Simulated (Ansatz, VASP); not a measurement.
**ZnSe: VASP beside Ansatz**

File INCAR:

```
SYSTEM = ZnSe
PREC     = Accurate       ! precision mode
ENCUT    = 500            ! plane-wave cutoff, eV
EDIFF    = 1E-6           ! SCF threshold, eV
ISMEAR   = 0              ! smearing method
SIGMA    = 0.01           ! smearing width, eV
LREAL    = .False.        ! projectors in reciprocal space
LASPH    = .True.         ! aspherical terms in the spheres
NELM     = 200            ! most SCF steps
ALGO     = Normal         ! electronic algorithm
ISIF     = 2              ! what is computed and relaxed
LWAVE    = .False.        ! write WAVECAR
LCHARG   = .False.        ! write CHGCAR
MAGMOM   = 0 0 0 0 0 0    ! initial moments
LORBIT   = 11             ! projections on sites
LSORBIT  = .True.         ! spin-orbit coupling
GGA_COMPAT= .False.      
LORBMOM  = .True.       
GGA      = PS             ! functional
NBANDS   = 30             ! bands
```

File KPOINTS:

```
regular mesh
0
Gamma
  8 8 8
  0 0 0
```

File POSCAR:

```
ZnSe
1.0
    0.0000000000      2.8340000000      2.8340000000
    2.8340000000      0.0000000000      2.8340000000
    2.8340000000      2.8340000000      0.0000000000
Zn Se
1 1
Direct
    0.0000000000      0.0000000000      0.0000000000
    0.2500000000      0.2500000000      0.2500000000
```

Input for Ansatz:

```yaml
crystal:
  lattice:
    - [0.0, 2.834, 2.834]
    - [2.834, 0.0, 2.834]
    - [2.834, 2.834, 0.0]
  atoms:
    - { symbol: Zn, position: [0.0, 0.0, 0.0] }
    - { symbol: Se, position: [0.25, 0.25, 0.25] }
basis:
  ecutwfc: 420
kpoints:
  mp_grid: { grid: [8, 8, 8] }
  band_path:
    path:
      - [0.0, 0.0, 0.0]
      - [0.0, 0.0, 0.0]
      - [0.5, 0.5, 0.0]
      - [0.5, 0.5, 0.5]
      - [0.0054125413, 0.0054125413, 0.0]
      - [-0.0054125413, -0.0054125413, 0.0]
      - [0.0062498644, 0.0062498644, 0.0062498644]
      - [-0.0062498644, -0.0062498644, -0.0062498644]
      - [0.0054125413, 0.0054125413, 0.0]
      - [-0.0054125413, -0.0054125413, 0.0]
      - [0.5054125413, 0.5054125413, 0.0]
      - [0.4945874587, 0.4945874587, 0.0]
      - [0.5, 0.5054125413, 0.0054125413]
      - [0.5, 0.4945874587, -0.0054125413]
      - [0.5062498644, 0.5062498644, 0.5062498644]
      - [0.4937501356, 0.4937501356, 0.4937501356]
      - [0.4961727553, 0.5038272447, 0.5]
      - [0.5038272447, 0.4961727553, 0.5]
    npoints: 1
hamiltonian:
  xc: pbesol
  pseudopotentials: { kind: paw_fr, azcp: { folder: soft_1 } }
scf:
  occupations: { method: fixed }
  n_extra_bands: 10
output:
  eigenvalues: true
magnetization:
  noncollinear: true
  spin_orbit: true
```

Alike in both runs: task single point; functional PBEsol; k mesh 8 × 8 × 8; non-collinear spin, spin-orbit coupling.

|  | VASP | Ansatz |
| --- | --- | --- |
| version | VASP 6.6.1 | Ansatz 0.2.0 |
| potentials or method | VASP PAW PBE potentials, release 64 (Zn, Se), cutoff 500 eV | plane waves, PAW |
| occupations | gaussian, width 0.01 eV | fixed |
| valence electrons in the cell | 18 | 28 |

|  | VASP | Ansatz | Ansatz less VASP |
| --- | --- | --- | --- |
| net moment per atom (μB) | 0.00 | 0.00 | 0.000 |

VASP's potentials were made for PBE, not for PBEsol, and Ansatz warns of the same on its side. VASP's potentials hold 18 valence electrons a cell and Ansatz's 28, so a difference there can come from the potentials and not from the codes.
